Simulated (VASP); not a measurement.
Zn: single point with r2SCAN

The system is Zn.

```
Zn
1.0
    -1.54783    1.54783    1.54783
     1.54783   -1.54783    1.54783
     1.54783    1.54783   -1.54783
Zn
1
Direct
  0.00000 0.00000 0.00000
```

| Quantity | Value |
| --- | --- |
| Program | VASP 6.6.1 |
| Task | single point |
| Functional | r2SCAN |
| Potentials or basis | VASP PAW PBE potentials, release 64 (Zn) |
| Cutoff | 520 eV |
| k mesh | 12 × 12 × 12 |
| Occupations | fermi-dirac, width 0.05 eV |
| Spin | no spin polarisation |

```yaml
Pressure: -2.0 GPa
Band_gap_on_the_k_mesh: zero (band 6 reaches 7.79 eV, above the bottom of band 7 at 2.40 eV)
```

Levels at points of the mesh, in eV from the Fermi level:
| k point | band 2 | band 3 | band 4 | band 5 | band 6 | band 7 | band 8 | band 9 | band 10 | band 11 |
| --- | --- | --- | --- | --- | --- | --- | --- | --- | --- | --- |
| (0.00, 0.00, 0.00) | -8.25 | -8.25 | -8.25 | -7.72 | -7.72 | 20.80 | 20.80 | 20.80 | 22.02 | 22.02 |
| (0.50, 0.00, 0.00) | -8.59 | -7.74 | -7.68 | -7.35 | -3.07 | -0.91 | 12.31 | 13.61 | 16.08 | 17.92 |
| (0.50, 0.50, 0.50) | -8.89 | -7.44 | -7.44 | -7.44 | 4.48 | 4.48 | 4.48 | 8.64 | 8.80 | 8.80 |

Run time: 44 s on 1 thread of AMD EPYC 7R43 64-Core Processor (Zen 3), on a shared host, peak memory 0.09 GiB.

Caveat: the PAW data sets were made with another functional, which shifts forces and pressure a little.
